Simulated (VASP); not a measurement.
Write the native input for VASP 6.6.1 that does the following.

| Property | Result |
| --- | --- |
| Task | single point |
| Functional | LDA |
| Potentials or basis | VASP PAW LDA potentials, release 64 (Al, O) |
| Cutoff | 520 eV |
| k mesh | 12 × 12 × 4 |
| Occupations | gaussian, width 0.05 eV |
| Spin | no spin polarisation |
| Dipole correction | no |
| Further INCAR settings | ALGO = Normal; EDIFF = 1e-06; NBANDS = 20 |

The structure of Al2O3 lies in POSCAR:

```
Al2O3
1.0
    2.7493582589      0.0000000000      0.0000000000
   -1.3746791295      2.3810140963      0.0000000000
    0.0000000000      0.0000000000      9.9526706086
Al O
2 3
Direct
    0.0000000000      0.0000000000      0.1469612859
    0.0000000000      0.0000000000      0.8530387141
    0.3333333333      0.6666666667      0.2184227737
    0.6666666667      0.3333333333      0.0000000000
    0.3333333333      0.6666666667      0.7815772263
```

This cell differs from its parent crystal: ratio of the length along z to the lengths across it x 1.1, volume and fractional coordinates fixed.

These files were run (other wordings do the same):

INCAR

```
PREC     = Accurate       # precision mode
ENCUT    = 520            # plane-wave cutoff, eV
EDIFF    = 1E-6           # SCF threshold, eV
ISMEAR   = 0              # smearing method
SIGMA    = 0.05           # smearing width, eV
LREAL    = False          # projectors in reciprocal space
LASPH    = True           # aspherical terms in the spheres
NELM     = 100            # most SCF steps
ALGO     = Normal         # electronic algorithm
ISIF     = 2              # what is computed and relaxed
LWAVE    = False          # write WAVECAR
LCHARG   = False          # write CHGCAR
NBANDS   = 20             # bands
```

KPOINTS

```
Automatic mesh
0
Gamma
  12 12 4
```

Potentials or basis: VASP PAW LDA potentials, release 64 (Al, O).

The run is started by

```sh
$ cat potpaw_LDA.64/Al/POTCAR potpaw_LDA.64/O/POTCAR > POTCAR
$ mpirun -np 1 vasp_std > vasp.out
```

Results of the run:

| Property | Result |
| --- | --- |
| Pressure | 6.2 GPa |
| Largest force | 1.475 eV/Å |
| Band gap on the k mesh | 5.63 eV |

Caveat: the cell stands under pressure; forces of over 1 eV/Å act on the atoms, so gaps and moduli don't describe the material at rest.

Run time: 110 s on 1 thread of Intel Xeon 8259CL, with other jobs on the host, peak memory 0.19 GiB.
